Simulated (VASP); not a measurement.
# P (Im-3m) in VASP: further runs

The runs below take P through single point, with LDA.

Program: VASP 6.6.1. These are calculated values, not measurements. Logs are shortened: lines on timing, memory, paths and dates and some standing lists are left out, and cuts for length are marked.

## (1) The cell of the first run

It takes space group Im-3m (No. 229, cubic). The conventional cell has a = 3.007 Å, b = 3.007 Å, c = 3.007 Å, α = 90.00°, β = 90.00°, γ = 90.00°. Within 3.4 Å of P (site symmetry m-3m) lie 14 P at 2.60 to 3.01 Å.

This isn't the form of P at room conditions, which is orthorhombic.

## (2) Single point, LDA (13.59 Å³/atom)

INCAR reads:

```
  PREC = Accurate
  ENCUT = 520
  EDIFF = 1E-6
  ISMEAR = -1
  SIGMA = 0.1
  LREAL = F
  LASPH = T
  NELM = 80
  ALGO = Normal
  ISIF = 2
  LWAVE = F
  LCHARG = F
  GGA = CA
  NBANDS = 8
```

KPOINTS reads:

```
regular mesh
0
Gamma
  16 16 16
```

POSCAR reads:

```
P
1.0
   -1.5034118968      1.5034118968      1.5034118968
    1.5034118968     -1.5034118968      1.5034118968
    1.5034118968      1.5034118968     -1.5034118968
P
1
Direct
    0.0000000000      0.0000000000      0.0000000000
```

Potentials or basis: VASP PAW LDA potentials, release 64 (P).

On the command line:

```
> cat potpaw_LDA.64/P/POTCAR > POTCAR
> mpirun -np 1 vasp_std > vasp.out
```

OUTCAR:

```text
PREC = Accurate
   ENCUT = 520
   EDIFF = 1E-6
   ISMEAR = -1
   LREAL = F
   LASPH = T
   NELM = 80
   ISIF = 2
   GGA = CA

 ion  position               nearest neighbor table
   1  0.000  0.000  0.000-

  LATTYP: Found a body centered cubic cell.
 ALAT       =     3.0068237936

  Lattice vectors:

 A1 = (  -1.5034118968,   1.5034118968,   1.5034118968)
 A2 = (   1.5034118968,  -1.5034118968,   1.5034118968)
 A3 = (   1.5034118968,   1.5034118968,  -1.5034118968)

Analysis of symmetry for initial positions (statically):
=====================================================================
 Subroutine PRICEL returns:
 Original cell was already a primitive cell.

 Routine SETGRP: Setting up the symmetry group for a
 body centered cubic supercell.

 Subroutine GETGRP returns: Found 48 space group operations
 (whereof 48 operations were pure point group operations)
 out of a pool of 48 trial point group operations.

The static configuration has the point symmetry O_h .

Analysis of symmetry for dynamics (positions and initial velocities):
=====================================================================
 Subroutine PRICEL returns:
 Original cell was already a primitive cell.

 Routine SETGRP: Setting up the symmetry group for a
 body centered cubic supercell.

 Subroutine GETGRP returns: Found 48 space group operations
 (whereof 48 operations were pure point group operations)
 out of a pool of 48 trial point group operations.

The dynamic configuration has the point symmetry O_h .

 Subroutine INISYM returns: Found 48 space group operations
 (whereof 48 operations are pure point group operations),
 and found     1 'primitive' translations

----------------------------------------------------------------------------------------

                                     Primitive cell

  volume of cell :      13.5923

  direct lattice vectors                    reciprocal lattice vectors
    -1.503411897  1.503411897  1.503411897     0.000000000  0.332576855  0.332576855
     1.503411897 -1.503411897  1.503411897     0.332576855  0.000000000  0.332576855
     1.503411897  1.503411897 -1.503411897     0.332576855  0.332576855  0.000000000

  length of vectors
     2.603985790  2.603985790  2.603985790     0.470334698  0.470334698  0.470334698

  position of ions in fractional coordinates (direct lattice)
     0.000000000  0.000000000  0.000000000

  ion indices of the primitive-cell ions
   primitive index   ion index
                 1           1

----------------------------------------------------------------------------------------

 KPOINTS: regular mesh

Automatic generation of k-mesh.
 Grid dimensions read from file:
 generate k-points for:   16   16   16

 Generating k-lattice:

  Cartesian coordinates                     Fractional coordinates (reciprocal lattice)
     0.000000000  0.020786053  0.020786053     0.062500000  0.000000000  0.000000000
     0.020786053  0.000000000  0.020786053     0.000000000  0.062500000  0.000000000
     0.020786053  0.020786053  0.000000000     0.000000000  0.000000000  0.062500000

  Length of vectors
     0.029395919  0.029395919  0.029395919

  Shift w.r.t. Gamma in fractional coordinates (k-lattice)
     0.000000000  0.000000000  0.000000000

 Subroutine IBZKPT returns following result:
 ===========================================

 Found    145 irreducible k-points:

 Following reciprocal coordinates:
            Coordinates               Weight
  0.000000  0.000000  0.000000      1.000000
  0.062500  0.000000  0.000000     12.000000
  0.125000  0.000000  0.000000     12.000000
  0.187500  0.000000  0.000000     12.000000
  0.250000  0.000000  0.000000     12.000000
  0.312500  0.000000  0.000000     12.000000
[... 16 lines left out ...]
  0.187500  0.187500  0.000000     24.000000
  0.250000  0.187500  0.000000     48.000000
 [... further k-points ...]
   k-points           NKPTS =    145   k-points in BZ     NKDIM =    145   number of bands    NBANDS=      8
   number of dos      NEDOS =    301   number of ions     NIONS =      1
   total plane-waves  NPLWV =   8000
   dimension x,y,z NGX =    20 NGY =   20 NGZ =   20
   dimension x,y,z NGXF=    40 NGYF=   40 NGZF=   40
   ions per type =               1
   NGX,Y,Z   is equivalent  to a cutoff of  12.77, 12.77, 12.77 a.u.
   NGXF,Y,Z  is equivalent  to a cutoff of  25.54, 25.54, 25.54 a.u.
 SYSTEM =  unknown system
   PREC   = accura    normal or accurate (medium, high low for compatibility)
   ISTART =      0    job   : 0-new  1-cont  2-samecut
   ICHARG =      2    charge: 1-file 2-atom 10-const
   ISPIN  =      1    spin polarized calculation?
   LNONCOLLINEAR =      F non collinear calculations
   LSORBIT =      F    spin-orbit coupling
   LASPH  =      T    aspherical Exc in radial PAW
   ENCUT  =  520.0 eV  38.22 Ry    6.18 a.u.   4.84  4.84  4.84*2*pi/ulx,y,z
   NELM   =     80;   NELMIN=  2; NELMDL= -5     # of ELM steps
   EDIFF  = 0.1E-05   stopping-criterion for ELM
   LREAL  =      F    real-space projection
   EDIFFG = 0.1E-04   stopping-criterion for IOM
   NSW    =      0    number of steps for IOM
   IBRION =     -1    ionic relax: 0-MD 1-quasi-New 2-CG
   NFREE  =      0    steps in history (QN), initial steepest desc. (CG)
   ISIF   =      2    stress and relaxation
   ISYM   =      2    0-nonsym 1-usesym 2-fastsym
   POTIM  = 0.5000    time-step for ionic-motion
   TEBEG  =    0.0;   TEEND  =   0.0 temperature during run
   PSTRESS=    0.0 pullay stress
   NELECT =       5.0000    total number of electrons
   NUPDOWN=      -1.0000    fix difference up-down
   EMIN   =  10.00;   EMAX   =-10.00  energy-range for DOS
   EFERMI =   0.00;   METHOD = LEGACY
   ISMEAR =    -1;   SIGMA  =   0.10  broadening in eV -4-tet -1-fermi 0-gaus
   EFERMI_NEDOS =   21; number of points for ismear=-14 and -15
   IALGO  =     38    algorithm
   IMIX   =      4    mixing-type and parameters
     AMIX     =   0.40;   BMIX     =  1.00
     AMIX_MAG =   1.60;   BMIX_MAG =  1.00
  volume/ion in A,a.u.               =      13.59        91.73
  Fermi-wavevector in a.u.,A,eV,Ry     =   1.173006  2.216660 18.720838  1.375943
  Thomas-Fermi vector in A             =   2.309426
   LORBIT       =      0    0 simple, 1 ext, 2 COOP (PROOUT), +10 PAW based schemes
   GGA     = CA    functional components
   LHFCALC =     F    Hartree Fock is set to
   AEXX    =    0.0000 exact exchange contribution
   IVDW    =     0    specifies the selected vdW correction
   LEPSILON=     F    determine dielectric tensor
   LRPA    =     F    only Hartree local field effects (RPA)
 non-spin polarized calculation
  energy-cutoff  :      520.00
  volume of cell :       13.59
 maximum number of plane-waves:       378
   NGX =  9   NGY =  9   NGZ =  9

 number of electron       4.9999999 magnetization

 Free energy of the ion-electron system (eV)
  ---------------------------------------------------
  ext. energy  EPLUGINS =         0.00000000
  ---------------------------------------------------
  free energy    TOTEN  =        -5.48258893 eV

  energy without entropy =       -5.46510203  energy(sigma->0) =       -5.47384548

 E-fermi :  10.6334     XC(G=0): -11.8354

 val. band max:       10.6159156303   @ k =   0.1875   0.1250   0.0000
 cond. band min:      10.6766047319   @ k =   0.1875   0.1875   0.1250
 fundamental gap:      0.0606891017
 Fermi energy:        10.6334155208

 k-point     1 :       0.0000    0.0000    0.0000
  band No.  band energies     occupation
      1      -6.2538      2.00000
      2      18.1495      0.00000
      3      18.1495      0.00000
      4      18.1495      0.00000
      5      22.7700      0.00000
      6      22.7700      0.00000
      7      22.7700      0.00000
      8      26.8046      0.00000

 k-point     2 :       0.0625    0.0000    0.0000
  band No.  band energies     occupation
      1      -6.1323      2.00000
      2      17.3245      0.00000
      3      17.6707      0.00000
      4      18.0666      0.00000
      5      22.4161      0.00000
      6      22.9338      0.00000
      7      23.4608      0.00000
      8      26.0436      0.00000

 k-point     3 :       0.1250    0.0000    0.0000
  band No.  band energies     occupation
      1      -5.7682      2.00000
      2      15.3918      0.00000
      3      16.7014      0.00000
      4      17.8298      0.00000
      5      21.5843      0.00000
      6      22.6843      0.00000
      7      25.0633      0.00000
      8      25.5679      0.00000

 k-point     4 :       0.1875    0.0000    0.0000
  band No.  band energies     occupation
      1      -5.1635      2.00000
      2      13.0078      0.00000
      3      15.7021      0.00000
      4      17.4778      0.00000
      5      20.6207      0.00000
      6      21.7750      0.00000
      7      26.0710      0.00000
      8      26.5512      0.00000

 k-point     5 :       0.2500    0.0000    0.0000
  band No.  band energies     occupation
      1      -4.3219      2.00000
      2      10.5079      1.55630
      3      14.8261      0.00000
      4      17.0735      0.00000
      5      19.7211      0.00000
      6      20.8299      0.00000
      7      26.9281      0.00000
      8      26.9470      0.00000

 k-point     6 :       0.3125    0.0000    0.0000
  band No.  band energies     occupation
      1      -3.2500      2.00000
      2       8.0580      2.00000
      3      14.1238      0.00000
      4      16.6857      0.00000
      5      18.9750      0.00000
      6      20.0533      0.00000
      7      27.6191      0.00000
      8      27.9803      0.00000

 k-point     7 :       0.3750    0.0000    0.0000
  band No.  band energies     occupation
      1      -1.9629      2.00000
      2       5.7509      2.00000
      3      13.6146      0.00000
      4      16.3711      0.00000
      5      18.4236      0.00000
      6      19.4871      0.00000
      7      28.5788      0.00000
      8      29.0763      0.00000

 k-point     8 :       0.4375    0.0000    0.0000
  band No.  band energies     occupation
      1      -0.5154      2.00000
      2       3.6796      2.00000
      3      13.3066      0.00000
      4      16.1682      0.00000
      5      18.0867      0.00000
      6      19.1441      0.00000
      7      29.7035      0.00000
      8      30.0534      0.00000

 k-point     9 :       0.5000    0.0000    0.0000
  band No.  band energies     occupation
      1       0.5423      2.00000
      2       2.4122      2.00000
      3      13.2036      0.00000
      4      16.0983      0.00000
      5      17.9735      0.00000
      6      19.0292      0.00000
      7      30.4483      0.00000
      8      30.4948      0.00000

 k-point    10 :       0.0625    0.0625    0.0000
  band No.  band energies     occupation
      1      -5.8895      2.00000
      2      16.0790      0.00000
      3      16.9959      0.00000
      4      17.6576      0.00000
      5      22.1275      0.00000
      6      22.8434      0.00000
      7      24.4945      0.00000
      8      25.2548      0.00000
[... 78 lines left out ...]
 k-point    18 :       0.1875    0.1250    0.0000
  band No.  band energies     occupation
      1      -3.9627      2.00000
      2      10.6159      1.08728
      3      12.7982      0.00000
      4      15.8289      0.00000
      5      20.8195      0.00000
      6      22.4431      0.00000
      7      25.5600      0.00000
      8      27.8475      0.00000

 k-point    19 :       0.2500    0.1250    0.0000
  band No.  band energies     occupation
      1      -2.8942      2.00000
      2       8.3102      2.00000
      3      11.9249      0.00000
      4      15.2749      0.00000
      5      20.3431      0.00000
      6      22.2883      0.00000
      7      25.9838      0.00000
      8      29.3549      0.00000

 k-point    20 :       0.3125    0.1250    0.0000
  band No.  band energies     occupation
      1      -1.6120      2.00000
      2       6.0566      2.00000
      3      11.3389      0.00173
      4      14.8478      0.00000
      5      19.9204      0.00000
      6      22.1665      0.00000
      7      26.6889      0.00000
      8      30.2695      0.00000

 k-point    21 :       0.3750    0.1250    0.0000
  band No.  band energies     occupation
      1      -0.1725      2.00000
      2       4.0120      2.00000
      3      10.9941      0.05283
      4      14.5802      0.00000
      5      19.6427      0.00000
      6      22.0689      0.00000
      7      27.7047      0.00000
      8      29.9946      0.00000

 k-point    22 :       0.4375    0.1250    0.0000
  band No.  band energies     occupation
      1       0.8727      2.00000
      2       2.7621      2.00000
      3      10.8799      0.15674
      4      14.4893      0.00000
      5      19.5470      0.00000
      6      22.0307      0.00000
      7      28.9012      0.00000
      8      28.9135      0.00000

 k-point    23 :       0.1875    0.1875    0.0000
  band No.  band energies     occupation
      1      -3.0116      2.00000
      2       9.3078      2.00000
      3      10.8626      0.18355
      4      15.1645      0.00000
      5      20.9221      0.00000
      6      22.6694      0.00000
      7      26.5109      0.00000
      8      28.0864      0.00000

 k-point    24 :       0.2500    0.1875    0.0000
  band No.  band energies     occupation
      1      -1.8392      2.00000
      2       7.4303      2.00000
      3       9.7313      1.99976
      4      14.6418      0.00000
      5      20.8397      0.00000
      6      22.9635      0.00000
      7      26.9590      0.00000
      8      29.0681      0.00000

 [... further k-points ...]

------------------------ aborting loop because EDIFF is reached ----------------------------------------

  FORCE on cell =-STRESS in cart. coord.  units (eV):
  Direction    XX          YY          ZZ          XY          YZ          ZX
  --------------------------------------------------------------------------------------
  -------------------------------------------------------------------------------------
  Total       -0.0171408     -0.0171408     -0.0171408      0.0000000      0.0000000     -0.0000000
  in kB       -2.0204440     -2.0204440     -2.0204440      0.0000000      0.0000000     -0.0000000
  external PRESSURE =      -2.0204440 kB  Pullay stress =       0.0000000 kB

 VOLUME and BASIS-vectors are now :
 -----------------------------------------------------------------------------
  energy-cutoff  :      520.00
  volume of cell :       13.59
      direct lattice vectors                 reciprocal lattice vectors
    -1.503411897  1.503411897  1.503411897     0.000000000  0.332576855  0.332576855
     1.503411897 -1.503411897  1.503411897     0.332576855  0.000000000  0.332576855
     1.503411897  1.503411897 -1.503411897     0.332576855  0.332576855  0.000000000

 POSITION                                       TOTAL-FORCE (eV/Angst)
 -----------------------------------------------------------------------------------
      0.00000      0.00000      0.00000         0.000000     -0.000000     -0.000000
 -----------------------------------------------------------------------------------
    total drift:                               -0.000000      0.000000      0.000000

  FREE ENERGIE OF THE ION-ELECTRON SYSTEM (eV)
  ---------------------------------------------------
  free  energy   TOTEN  =        -5.4825889284 eV

  energy  without entropy=       -5.4651020312  energy(sigma->0) =       -5.47384548
```

Run time: 4.7 s. Hardware: 1 thread of AMD EPYC 9R45 (Zen 5), shared host; peak memory 0.09 GiB.

What came out:

```
Free energy            : -5.4826 eV
Pressure               : -0.2 GPa
Band gap on the k mesh : zero (an odd number of electrons rules out a gap without spin polarisation)
```

(Continued in part 2 of 2.)
